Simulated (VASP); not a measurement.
Wanted: the native input for a VASP 6.6.1 run.

```
Task                   : single point
Functional             : PBEsol
Potentials or basis    : VASP PAW PBE potentials, release 64 (In_d, As)
Cutoff                 : 520 eV
k mesh                 : 12 × 12 × 12
Occupations            : gaussian, width 0.1 eV
Spin                   : no spin polarisation
Dipole correction      : no
Further INCAR settings : ALGO = Normal; EDIFF = 1e-06; NBANDS = 16
```

The structure of InAs lies in POSCAR:

```
InAs
1.0
    0.0000000000      3.1035890746      3.1035890746
    3.1035890746      0.0000000000      3.1035890746
    3.1035890746      3.1035890746      0.0000000000
In As
1 1
Direct
    0.0000000000      0.0000000000      0.0000000000
    0.2500000000      0.2500000000      0.2500000000
```

These files were run (other wordings do the same):

INCAR

```
SYSTEM = InAs
  ALGO = Normal
  EDIFF = 1E-6
  ENCUT = 520
  GGA = PS
  ISIF = 2
  ISMEAR = 0
  LASPH = .TRUE.
  LCHARG = .TRUE.
  LELF = .TRUE.
  LREAL = .FALSE.
  LVHAR = .TRUE.
  LWAVE = .FALSE.
  NBANDS = 16
  NELM = 60
  PREC = Accurate
  SIGMA = 0.1
```

KPOINTS

```
k-points
0
G
  12 12 12
  0 0 0
```

Potentials or basis: VASP PAW PBE potentials, release 64 (In_d, As).

Command:

```sh
$ cat potpaw_PBE.64/In_d/POTCAR potpaw_PBE.64/As/POTCAR > POTCAR
$ mpirun -np 1 vasp_std > vasp.out
```

It gave:

The pressure is -2.8 GPa. The band gap on the k mesh is zero (filled and empty bands touch).

Caveat: semilocal functionals underestimate gaps, so a narrow gap can read as zero; the PAW data sets were made with another functional, which shifts forces and pressure a little; spin-orbit coupling is left out, which moves the levels of the heavy elements.

Run time: 59 s on 1 thread of Intel Xeon 6455B, with other jobs on the host, peak memory 0.24 GiB.
